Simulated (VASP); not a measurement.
Here is a VASP 6.6.1 calculation.

POSCAR

```
SnTe
1.0
    0.0000000000      3.2050000000      3.2050000000
    3.2050000000      0.0000000000      3.2050000000
    3.2050000000      3.2050000000      0.0000000000
Sn Te
1 1
Direct
    0.0054042147      0.0054042147      0.0054042147
    0.5000000000      0.5000000000      0.5000000000
```

INCAR.step1

```
SYSTEM = SnTe
PREC = Accurate ; ENCUT = 520
EDIFF = 1E-5 ; ISMEAR = -1
SIGMA = 0.05 ; LREAL = .False.
LASPH = .True. ; NELM = 100
ALGO = Normal ; ISIF = 2
LWAVE = .True. ; NBANDS = 17
GGA = PE
```

Contents of INCAR.step2:

```
SYSTEM = SnTe
PREC = Accurate ; ENCUT = 520
EDIFF = 1E-6 ; ISMEAR = -1
SIGMA = 0.05 ; LREAL = .False.
LASPH = .True. ; NELM = 100
ALGO = Normal ; ISIF = 2
LWAVE = .False. ; LCHARG = .True.
GGA = PE ; LHFCALC = .True.
HFSCREEN = 0.2079 ; PRECFOCK = Normal
LELF = .True. ; LVHAR = .True.
NBANDS = 17 ; ISTART = 1
```

KPOINTS

```
regular mesh
0
Gamma
  4 4 4
  0 0 0
```

Potentials or basis: VASP PAW PBE potentials, release 64 (Sn_d, Te).

Command:

```bash
$ cat potpaw_PBE.64/Sn_d/POTCAR potpaw_PBE.64/Te/POTCAR > POTCAR
$ cp INCAR.step1 INCAR
$ mpirun -np 1 vasp_std > vasp.out
$ cp INCAR.step2 INCAR
$ mpirun -np 1 vasp_std > vasp.out
```

**Question.** Estimate the largest force.

**Answer.** 0.129 eV/Å.

**Question.** What does it give for the band gap on the k mesh?

**Answer.** 0.27 eV, direct.

**Question.** Predict the pressure.

**Answer.** -1.2 GPa.

Forces on the atoms (eV/Å):
```
Sn   0.074  0.074  0.074
Te  -0.074 -0.074 -0.074
```

Caveat: the k points lie up to 0.42 Å⁻¹ apart; the PAW data sets were made with another functional, which shifts forces and pressure a little; spin-orbit coupling is left out, which moves the levels of the heavy elements. A k mesh can miss the band edges.
